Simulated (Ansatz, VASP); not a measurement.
## Hf3GeRu in VASP and in Ansatz

```
Hf Ge Ru
1.0
     4.86779    0.00000    0.00000
     0.00000    4.86779    0.00000
     0.00000    0.00000    4.86779
Hf Ge Ru
3 1 1
Cartesian
  2.4339 0.0000 0.0000
  0.0000 2.4339 0.0000
  0.0000 0.0000 2.4339
  0.0000 0.0000 0.0000
  2.4339 2.4339 2.4339
```

Change from the starting cell: species swapped into the KTaO3 type (Pm-3m, No. 221).

Alike in both runs: functional PBE; k mesh 8 × 8 × 8; occupations gaussian, width 0.1 eV; no spin polarisation.

Ansatz relaxed the structure, and its values are those at the end. VASP's run is a single point on that final structure, the one shown.

|  | VASP | Ansatz |
| --- | --- | --- |
| version | VASP 6.6.1 | Ansatz 0.2.0 |
| potentials or method | VASP PAW PBE potentials, release 64 (Hf_pv, Ge_d, Ru_pv), cutoff 520 eV | scalar-relativistic, plane waves, PAW |
| valence electrons in the cell | 58 | 108 |

VASP gave:

- gap on the k mesh at the Fermi level (eV): none
- pressure (GPa): -0.4

**Question.** Which values does Ansatz return?

**Answer.** gap on the k mesh at the Fermi level (eV): none; pressure (GPa): 0.0.

A gap of «none» marks a metal or a gap that the smearing closes. With one functional, cell and mesh, what is left measures potentials, basis and numerics. VASP's potentials hold 58 valence electrons a cell and Ansatz's 108, so a difference there can come from the potentials and not from the codes.

Neither program's run includes spin-orbit coupling.
